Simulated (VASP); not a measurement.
A run of VASP 6.6.1 is set up as follows.

Contents of POSCAR:

```
TiO2
1.0
    5.5619879784      0.0000000000      0.0000000000
   -2.7809939892      4.8168228848      0.0000000000
    0.0000000000      0.0000000000      6.0602252481
Ti O
3 6
Direct
    0.4661652244      0.0000000000      0.3333333333
    0.0000000000      0.4661652244      0.6666666667
    0.5338347756      0.5338347756      0.0000000000
    0.4189423371      0.2717377162      0.2136010214
    0.7282622838      0.1472046209      0.5469343547
    0.8527953791      0.5810576629      0.8802676880
    0.2717377162      0.4189423371      0.7863989786
    0.1472046209      0.7282622838      0.4530656453
    0.5810576629      0.8527953791      0.1197323120
```

File INCAR.step1:

```
SYSTEM = TiO2
ALGO = Normal
EDIFF = 1E-4
ENCUT = 520
GGA = PE
ISMEAR = 0
LASPH = .True.
LCHARG = .False.
LREAL = .False.
LWAVE = .True.
NBANDS = 46
NELM = 100
PREC = Accurate
SIGMA = 0.02
```

File INCAR.step2:

```
SYSTEM = TiO2
ALGO = Normal
EDIFF = 1E-7
ENCUT = 520
ISIF = 2
ISMEAR = 0
ISTART = 1
LASPH = .True.
LCHARG = .False.
LMIXTAU = .True.
LREAL = .False.
LWAVE = .False.
METAGGA = R2SCAN
NBANDS = 46
NELM = 100
PREC = Accurate
SIGMA = 0.02
```

KPOINTS

```
k-points
0
Gamma
  6 6 4
  0 0 0
```

Potentials or basis: VASP PAW PBE potentials, release 64 (Ti_sv, O).

The run is started by

```bash
$ cat potpaw_PBE.64/Ti_sv/POTCAR potpaw_PBE.64/O/POTCAR > POTCAR
$ cp INCAR.step1 INCAR
$ mpirun -np 1 vasp_std > vasp.out
$ cp INCAR.step2 INCAR
$ mpirun -np 1 vasp_std > vasp.out
```

(1) What does it give for the band gap on the k mesh?

(2) Predict the largest force.

Results:

(1) 4.05 eV.

(2) 0.067 eV/Å.

Caveat: the PAW data sets were made with another functional, which shifts forces and pressure a little.
